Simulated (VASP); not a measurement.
Write the native input for VASP 6.6.1 that does the following.

```
Task                   : single point
Functional             : PBE
Potentials or basis    : VASP PAW PBE potentials, release 64 (Li_sv, Se, Tl_d)
Cutoff                 : 520 eV
k mesh                 : 6 × 6 × 4
Occupations            : fermi-dirac, width 0.02 eV
Spin                   : no spin polarisation
Dipole correction      : no
Further INCAR settings : ALGO = Normal; EDIFF = 1e-07; NBANDS = 22
```

The structure of LiTlSe2 lies in POSCAR:

```
LiTlSe2
1.0
    4.3440865873      0.0000000000      0.0000000000
    0.0000000000      4.3440865873      0.0000000000
    0.0000000000      0.0000000000      6.0926773263
Li Se Tl
1 2 1
Direct
    0.0000000000      0.0000000000      0.0000000000
    0.0000000000      0.5000000000      0.2348770818
    0.5000000000      0.0000000000      0.7651229182
    0.5000000000      0.5000000000      0.5000000000
```

This cell differs from its parent crystal: strain +1.9%.

These files were run (other wordings do the same):

INCAR

```
PREC     = Accurate       # precision mode
ENCUT    = 520            # plane-wave cutoff, eV
EDIFF    = 1E-7           # SCF threshold, eV
ISMEAR   = -1             # smearing method
SIGMA    = 0.02           # smearing width, eV
LREAL    = False          # projectors in reciprocal space
LASPH    = True           # aspherical terms in the spheres
NELM     = 60             # most SCF steps
ALGO     = Normal         # electronic algorithm
ISIF     = 2              # what is computed and relaxed
LWAVE    = False          # write WAVECAR
LCHARG   = False          # write CHGCAR
GGA      = PE             # functional
NBANDS   = 22             # bands
```

KPOINTS

```
regular mesh
0
Gamma
  6 6 4
```

Potentials or basis: VASP PAW PBE potentials, release 64 (Li_sv, Se, Tl_d).

The run is started by

```sh
$ cat potpaw_PBE.64/Li_sv/POTCAR potpaw_PBE.64/Se/POTCAR potpaw_PBE.64/Tl_d/POTCAR > POTCAR
$ mpirun -np 1 vasp_std > vasp.out
```

Results of the run:

```yaml
Largest_force: 0.196 eV/Å
Band_gap_on_the_k_mesh: 0.37 eV
```

Caveat: the cell differs from its parent crystal (strain +1.9%); spin-orbit coupling is left out, which moves the levels of the heavy elements.

It took 73 s on 1 thread of Intel(R) Xeon(R) Platinum 8259CL CPU @ 2.50GHz (Skylake/Cascade Lake), on a shared host, peak memory 0.25 GiB.
